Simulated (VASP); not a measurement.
# SnSe (P4/nmm) in VASP: further runs

Runs on SnSe. Level: r2SCAN. Tasks: single point.

Everything below comes from runs of VASP 6.6.1. Logs are shortened: lines on timing, memory, paths and dates and some standing lists are left out, and cuts for length are marked.

## (1) The cell of the first run

It takes space group P4/nmm (No. 129, tetragonal). Conventional cell: a = 4.525 Å, b = 4.525 Å, c = 9.861 Å, α = 90.00°, β = 90.00°, γ = 90.00°. Sn (site symmetry 4mm) has 5 Se at 2.40 to 3.20 Å within 3.3 Å. Within 3.3 Å of Se (site symmetry 4mm) lie 5 Sn at 2.40 to 3.20 Å.

## (2) Single point, r2SCAN

The input, POSCAR:

```
SnSe
1.0
    4.5246896862      0.0000000000      0.0000000000
    0.0000000000      4.5246896862      0.0000000000
    0.0000000000      0.0000000000      9.8613795535
Sn Se
2 2
Direct
    0.5000000000      0.0000000000      0.3713940265
    0.0000000000      0.5000000000      0.6286059735
    0.5000000000      0.0000000000      0.6150878825
    0.0000000000      0.5000000000      0.3849121175
```

The input, INCAR.step1:

```
  PREC = Accurate
  ENCUT = 520
  ISMEAR = 0
  SIGMA = 0.05
  LREAL = False
  LASPH = True
  NELM = 100
  NBANDS = 28
  GGA = PE
  ALGO = Normal
  EDIFF = 1E-4
  LWAVE = True
  LCHARG = False
```

The input, INCAR.step2:

```
  PREC = Accurate
  ENCUT = 520
  EDIFF = 1E-7
  ISMEAR = 0
  SIGMA = 0.05
  LREAL = False
  LASPH = True
  NELM = 100
  ALGO = Normal
  ISIF = 2
  LWAVE = False
  LCHARG = True
  METAGGA = R2SCAN
  LMIXTAU = True
  LELF = True
  LVHAR = True
  NBANDS = 28
  ISTART = 1
```

The input, KPOINTS:

```
regular mesh
0
Gamma
  8 8 4
```

Potentials or basis: VASP PAW PBE potentials, release 64 (Sn_d, Se).

Started as:

```console
$ cat potpaw_PBE.64/Sn_d/POTCAR potpaw_PBE.64/Se/POTCAR > POTCAR
$ cp INCAR.step1 INCAR
$ mpirun -np 1 vasp_std > vasp.out
$ cp INCAR.step2 INCAR
$ mpirun -np 1 vasp_std > vasp.out
```

OUTCAR:

```text
PREC = Accurate
   ENCUT = 520
   EDIFF = 1E-7
   ISMEAR = 0
   LREAL = False
   LASPH = True
   NELM = 100
   ISIF = 2
   METAGGA = R2SCAN
   ISTART = 1

 ion  position               nearest neighbor table
   1  0.500  0.000  0.371-   3 2.40   4 3.20   4 3.20   4 3.20   4 3.20
   2  0.000  0.500  0.629-   4 2.40   3 3.20   3 3.20   3 3.20   3 3.20
   3  0.500  0.000  0.615-   1 2.40   2 3.20   2 3.20   2 3.20   2 3.20
   4  0.000  0.500  0.385-   2 2.40   1 3.20   1 3.20   1 3.20   1 3.20

  LATTYP: Found a simple tetragonal cell.
 ALAT       =     4.5246896862
 C/A-ratio  =     2.1794598608

  Lattice vectors:

 A1 = (   4.5246896862,   0.0000000000,   0.0000000000)
 A2 = (   0.0000000000,   4.5246896862,   0.0000000000)
 A3 = (   0.0000000000,   0.0000000000,   9.8613795535)

Analysis of symmetry for initial positions (statically):
=====================================================================
 Subroutine PRICEL returns:
 Original cell was already a primitive cell.

 Routine SETGRP: Setting up the symmetry group for a
 simple tetragonal supercell.

 Subroutine GETGRP returns: Found 16 space group operations
 (whereof  8 operations were pure point group operations)
 out of a pool of 16 trial point group operations.

The static configuration has the point symmetry D_2d.
 The point group associated with its full space group is D_4h.

Analysis of symmetry for dynamics (positions and initial velocities):
=====================================================================
 Subroutine PRICEL returns:
 Original cell was already a primitive cell.

 Routine SETGRP: Setting up the symmetry group for a
 simple tetragonal supercell.

 Subroutine GETGRP returns: Found 16 space group operations
 (whereof  8 operations were pure point group operations)
 out of a pool of 16 trial point group operations.

The dynamic configuration has the point symmetry D_2d.
 The point group associated with its full space group is D_4h.

 Subroutine INISYM returns: Found 16 space group operations
 (whereof  8 operations are pure point group operations),
 and found     1 'primitive' translations

----------------------------------------------------------------------------------------

                                     Primitive cell

  volume of cell :     201.8902

  direct lattice vectors                    reciprocal lattice vectors
     4.524689686  0.000000000  0.000000000     0.221009631  0.000000000  0.000000000
     0.000000000  4.524689686  0.000000000     0.000000000  0.221009631  0.000000000
     0.000000000  0.000000000  9.861379554     0.000000000  0.000000000  0.101405690

  length of vectors
     4.524689686  4.524689686  9.861379554     0.221009631  0.221009631  0.101405690

  position of ions in fractional coordinates (direct lattice)
     0.500000000  0.000000000  0.371394026
     0.000000000  0.500000000  0.628605974
     0.500000000  0.000000000  0.615087882
     0.000000000  0.500000000  0.384912118

  ion indices of the primitive-cell ions
   primitive index   ion index
                 1           1
                 2           2
                 3           3
                 4           4

----------------------------------------------------------------------------------------

 KPOINTS: regular mesh

Automatic generation of k-mesh.
 Grid dimensions read from file:
 generate k-points for:    8    8    4

 Generating k-lattice:

  Cartesian coordinates                     Fractional coordinates (reciprocal lattice)
     0.027626204  0.000000000  0.000000000     0.125000000  0.000000000  0.000000000
     0.000000000  0.027626204  0.000000000     0.000000000  0.125000000  0.000000000
     0.000000000  0.000000000  0.025351423     0.000000000  0.000000000  0.250000000

  Length of vectors
     0.027626204  0.027626204  0.025351423

  Shift w.r.t. Gamma in fractional coordinates (k-lattice)
     0.000000000  0.000000000  0.000000000

 Subroutine IBZKPT returns following result:
 ===========================================

 Found     45 irreducible k-points:

 Following reciprocal coordinates:
            Coordinates               Weight
  0.000000  0.000000  0.000000      1.000000
  0.125000  0.000000  0.000000      4.000000
  0.250000  0.000000  0.000000      4.000000
  0.375000  0.000000  0.000000      4.000000
  0.500000  0.000000  0.000000      2.000000
  0.125000  0.125000  0.000000      4.000000
[... 16 lines left out ...]
  0.375000  0.125000  0.250000     16.000000
  0.500000  0.125000  0.250000      8.000000
 [... further k-points ...]
   k-points           NKPTS =     45   k-points in BZ     NKDIM =     45   number of bands    NBANDS=     28
   number of dos      NEDOS =    301   number of ions     NIONS =      4
   total plane-waves  NPLWV = 103680
   dimension x,y,z NGX =    36 NGY =   36 NGZ =   80
   dimension x,y,z NGXF=    72 NGYF=   72 NGZF=  160
   ions per type =               2   2
   NGX,Y,Z   is equivalent  to a cutoff of  13.23, 13.23, 13.49 a.u.
   NGXF,Y,Z  is equivalent  to a cutoff of  26.45, 26.45, 26.97 a.u.
 SYSTEM =  unknown system
   PREC   = accura    normal or accurate (medium, high low for compatibility)
   ISTART =      1    job   : 0-new  1-cont  2-samecut
   ICHARG =      0    charge: 1-file 2-atom 10-const
   ISPIN  =      1    spin polarized calculation?
   LNONCOLLINEAR =      F non collinear calculations
   LSORBIT =      F    spin-orbit coupling
   LASPH  =      T    aspherical Exc in radial PAW
   ENCUT  =  520.0 eV  38.22 Ry    6.18 a.u.   8.41  8.41 18.34*2*pi/ulx,y,z
   NELM   =    100;   NELMIN=  2; NELMDL=  0     # of ELM steps
   EDIFF  = 0.1E-06   stopping-criterion for ELM
   LREAL  =      F    real-space projection
   EDIFFG = 0.1E-05   stopping-criterion for IOM
   NSW    =      0    number of steps for IOM
   IBRION =     -1    ionic relax: 0-MD 1-quasi-New 2-CG
   NFREE  =      0    steps in history (QN), initial steepest desc. (CG)
   ISIF   =      2    stress and relaxation
   ISYM   =      2    0-nonsym 1-usesym 2-fastsym
   POTIM  = 0.5000    time-step for ionic-motion
   TEBEG  =    0.0;   TEEND  =   0.0 temperature during run
   PSTRESS=    0.0 pullay stress
   NELECT =      40.0000    total number of electrons
   NUPDOWN=      -1.0000    fix difference up-down
   EMIN   =  10.00;   EMAX   =-10.00  energy-range for DOS
   EFERMI =   0.00;   METHOD = LEGACY
   ISMEAR =     0;   SIGMA  =   0.05  broadening in eV -4-tet -1-fermi 0-gaus
   EFERMI_NEDOS =   21; number of points for ismear=-14 and -15
   IALGO  =     38    algorithm
   IMIX   =      4    mixing-type and parameters
     AMIX     =   0.40;   BMIX     =  1.00
     AMIX_MAG =   1.60;   BMIX_MAG =  1.00
  volume/ion in A,a.u.               =      50.47       340.61
  Fermi-wavevector in a.u.,A,eV,Ry     =   0.954384  1.803524 12.392846  0.910848
  Thomas-Fermi vector in A             =   2.083125
   LORBIT       =      0    0 simple, 1 ext, 2 COOP (PROOUT), +10 PAW based schemes
   METAGGA = R2SCAN    functional components
   LHFCALC =     F    Hartree Fock is set to
   AEXX    =    0.0000 exact exchange contribution
   IVDW    =     0    specifies the selected vdW correction
   LEPSILON=     F    determine dielectric tensor
   LRPA    =     F    only Hartree local field effects (RPA)
 non-spin polarized calculation
 Gauss-broadening in eV      SIGMA  =   0.05
  energy-cutoff  :      520.00
  volume of cell :      201.89
 maximum number of plane-waves:      5476
 NGX is ok and might be reduce to    36

 number of electron      40.0000018 magnetization

 Free energy of the ion-electron system (eV)
  ---------------------------------------------------
  ext. energy  EPLUGINS =         0.00000000
  ---------------------------------------------------
  free energy    TOTEN  =       -78.86149440 eV

  energy without entropy =      -78.86149440  energy(sigma->0) =      -78.86149440

 E-fermi :   0.2273     XC(G=0):  -6.3476

 val. band max:       -0.0720383671   @ k =   0.3750   0.0000   0.5000
 cond. band min:       1.6348036511   @ k =   0.3750   0.0000   0.5000
 fundamental gap:      1.7068420182
 Fermi energy:         0.2272665918

 k-point     1 :       0.0000    0.0000    0.0000
  band No.  band energies     occupation
      1     -21.5781      2.00000
      2     -21.5737      2.00000
      3     -21.5708      2.00000
      4     -21.5623      2.00000
      5     -21.5403      2.00000
      6     -21.5014      2.00000
[... 20 lines left out ...]
     27       5.8434      0.00000
     28       6.6871      0.00000

 k-point     2 :       0.1250    0.0000    0.0000
  band No.  band energies     occupation
      1     -21.5771      2.00000
      2     -21.5739      2.00000
      3     -21.5704      2.00000
      4     -21.5634      2.00000
      5     -21.5384      2.00000
      6     -21.5025      2.00000
[... 20 lines left out ...]
     27       5.5636      0.00000
     28       6.8715      0.00000

 k-point     3 :       0.2500    0.0000    0.0000
  band No.  band energies     occupation
      1     -21.5747      2.00000
      2     -21.5741      2.00000
      3     -21.5696      2.00000
      4     -21.5662      2.00000
      5     -21.5332      2.00000
      6     -21.5057      2.00000
[... 20 lines left out ...]
     27       6.0737      0.00000
     28       6.7053      0.00000

 k-point     4 :       0.3750    0.0000    0.0000
  band No.  band energies     occupation
      1     -21.5738      2.00000
      2     -21.5720      2.00000
      3     -21.5696      2.00000
      4     -21.5692      2.00000
      5     -21.5258      2.00000
      6     -21.5109      2.00000
[... 20 lines left out ...]
     27       6.3158      0.00000
     28       7.2582      0.00000

 k-point     5 :       0.5000    0.0000    0.0000
  band No.  band energies     occupation
      1     -21.5723      2.00000
      2     -21.5723      2.00000
      3     -21.5700      2.00000
      4     -21.5700      2.00000
      5     -21.5179      2.00000
      6     -21.5179      2.00000
[... 20 lines left out ...]
     27       6.7085      0.00000
     28       6.7085      0.00000

 k-point     6 :       0.1250    0.1250    0.0000
  band No.  band energies     occupation
      1     -21.5762      2.00000
      2     -21.5742      2.00000
      3     -21.5700      2.00000
      4     -21.5648      2.00000
      5     -21.5363      2.00000
      6     -21.5034      2.00000
[... 463 lines left out ...]
      5     -21.5363      2.00000
      6     -21.5034      2.00000
[... 20 lines left out ...]
     27       6.2378      0.00000
     28       6.7908      0.00000

 k-point    22 :       0.2500    0.1250    0.2500
  band No.  band energies     occupation
      1     -21.5749      2.00000
      2     -21.5738      2.00000
      3     -21.5691      2.00000
      4     -21.5681      2.00000
      5     -21.5309      2.00000
      6     -21.5060      2.00000
[... 20 lines left out ...]
     27       6.6380      0.00000
     28       6.7169      0.00000

 k-point    23 :       0.3750    0.1250    0.2500
  band No.  band energies     occupation
      1     -21.5752      2.00000
      2     -21.5717      2.00000
      3     -21.5710      2.00000
      4     -21.5686      2.00000
      5     -21.5238      2.00000
      6     -21.5105      2.00000
[... 20 lines left out ...]
     27       6.7554      0.00000
     28       7.2086      0.00000

 k-point    24 :       0.5000    0.1250    0.2500
  band No.  band energies     occupation
      1     -21.5742      2.00000
      2     -21.5742      2.00000
      3     -21.5692      2.00000
      4     -21.5692      2.00000
      5     -21.5167      2.00000
      6     -21.5167      2.00000
[... 20 lines left out ...]
     27       7.0566      0.00000
     28       7.0566      0.00000

 [... further k-points ...]
[... 5 lines left out ...]
  --------------------------------------------------------------------------------------
  -------------------------------------------------------------------------------------
  Total       -2.5294410     -2.5294410     11.5269694      0.0000000      0.0000000      0.0000000
  in kB      -20.0733505    -20.0733505     91.4766917      0.0000000      0.0000000      0.0000000
  external PRESSURE =      17.1099969 kB  Pullay stress =       0.0000000 kB

 VOLUME and BASIS-vectors are now :
 -----------------------------------------------------------------------------
  energy-cutoff  :      520.00
  volume of cell :      201.89
      direct lattice vectors                 reciprocal lattice vectors
     4.524689686  0.000000000  0.000000000     0.221009631  0.000000000  0.000000000
     0.000000000  4.524689686  0.000000000     0.000000000  0.221009631  0.000000000
     0.000000000  0.000000000  9.861379554     0.000000000  0.000000000  0.101405690

 POSITION                                       TOTAL-FORCE (eV/Angst)
 -----------------------------------------------------------------------------------
      2.26234      0.00000      3.66246         0.000000      0.000000     -2.324052
      0.00000      2.26234      6.19892        -0.000000      0.000000      2.324052
      2.26234      0.00000      6.06562         0.000000      0.000000      2.501339
      0.00000      2.26234      3.79576         0.000000      0.000000     -2.501339
 -----------------------------------------------------------------------------------
    total drift:                                0.000000      0.000000     -0.000000

  FREE ENERGIE OF THE ION-ELECTRON SYSTEM (eV)
  ---------------------------------------------------
  free  energy   TOTEN  =       -78.8614943968 eV

  energy  without entropy=      -78.8614943968  energy(sigma->0) =      -78.86149440
```

Wall time 24 min (1 thread of Oxide Virtual Turin-like, shared host); peak memory 0.46 GiB.

What came out:

```
Free energy            : -78.8615 eV
Pressure               : 1.7 GPa
Largest force          : 2.501 eV/Å
Band gap on the k mesh : 1.71 eV
```

Forces on the atoms (eV/Å):
```
Sn   0.000  0.000 -2.324
Sn   0.000  0.000  2.324
Se   0.000  0.000  2.501
Se   0.000  0.000 -2.501
```

Stress tensor (GPa, compression positive):
```
-2.01  0.00  0.00
 0.00 -2.01  0.00
 0.00  0.00  9.15
```

Caveat: the stress differs along the axes, from -2 to 9 GPa; the PAW data sets were made with another functional, which shifts forces and pressure a little; spin-orbit coupling is left out, which moves the levels of the heavy elements. A k mesh can miss the band edges.

## (3) Single point, r2SCAN

This run uses another cell than the first one, of the same volume but with other edges.

The input, POSCAR:

```
SnSe
1.0
    4.0333696515      0.0000000000      0.0000000000
    0.0000000000      4.0333696515      0.0000000000
    0.0000000000      0.0000000000     12.4102126011
Sn Se
2 2
Direct
    0.5000000000      0.0000000000      0.3713940265
    0.0000000000      0.5000000000      0.6286059735
    0.5000000000      0.0000000000      0.6150878825
    0.0000000000      0.5000000000      0.3849121175
```

The input, INCAR.step1:

```
SYSTEM = SnSe
PREC = Accurate
ENCUT = 520
ISMEAR = 0
SIGMA = 0.05
LREAL = .False.
LASPH = .True.
NELM = 100
NBANDS = 28
GGA = PE
ALGO = Normal
EDIFF = 1E-4
LWAVE = .True.
LCHARG = .False.
```

The input, INCAR.step2:

```
SYSTEM = SnSe
PREC = Accurate
ENCUT = 520
EDIFF = 1E-6
ISMEAR = 0
SIGMA = 0.05
LREAL = .False.
LASPH = .True.
NELM = 100
ALGO = Normal
ISIF = 2
LWAVE = .False.
LCHARG = .False.
METAGGA = R2SCAN
LMIXTAU = .True.
NBANDS = 28
ISTART = 1
```

The input, KPOINTS:

```
Automatic mesh
0
Gamma
  8 8 4
  0 0 0
```

Potentials or basis: VASP PAW PBE potentials, release 64 (Sn_d, Se).

Started as:

```console
$ cat potpaw_PBE.64/Sn_d/POTCAR potpaw_PBE.64/Se/POTCAR > POTCAR
$ cp INCAR.step1 INCAR
$ mpirun -np 1 vasp_std > vasp.out
$ cp INCAR.step2 INCAR
$ mpirun -np 1 vasp_std > vasp.out
```

It took 13 min on 1 thread of Oxide Virtual Turin-like, shared host; peak memory 0.43 GiB.

It converged, with:

```
Free energy            : -78.9868 eV
Largest force          : 0.670 eV/Å
Band gap on the k mesh : 0.63 eV (least direct gap 1.04 eV)
```

Forces on the atoms (eV/Å):
```
Sn   0.000  0.000  0.374
Sn   0.000  0.000 -0.374
Se   0.000  0.000 -0.670
Se   0.000  0.000  0.670
```

Levels at points of the mesh, in eV from the valence-band top:
```tsv
k point	band 17	band 18	band 19	band 20	band 21	band 22	band 23	band 24
(0.00, 0.00, 0.00)	-3.75	-2.97	-2.97	-1.35	0.89	3.09	3.82	4.60
(0.50, 0.00, 0.00)	-2.08	-2.08	-0.07	-0.07	1.39	1.39	1.85	1.85
(0.50, 0.50, 0.00)	-5.00	-5.00	-2.40	-2.40	2.38	2.38	4.16	4.16
(0.00, 0.00, 0.50)	-3.75	-2.97	-2.97	-1.35	0.85	3.64	3.82	4.04
(0.50, 0.00, 0.50)	-2.08	-2.08	-0.07	-0.07	1.39	1.39	1.85	1.85
(0.50, 0.50, 0.50)	-5.00	-5.00	-2.40	-2.40	2.38	2.38	4.17	4.17
```

Caveat: there is no dipole correction, which matters where the two faces differ; semilocal functionals underestimate gaps, and a narrow one can read as zero; the PAW data sets were made with another functional, which shifts forces and pressure a little; spin-orbit coupling is left out, which moves the levels of the heavy elements.
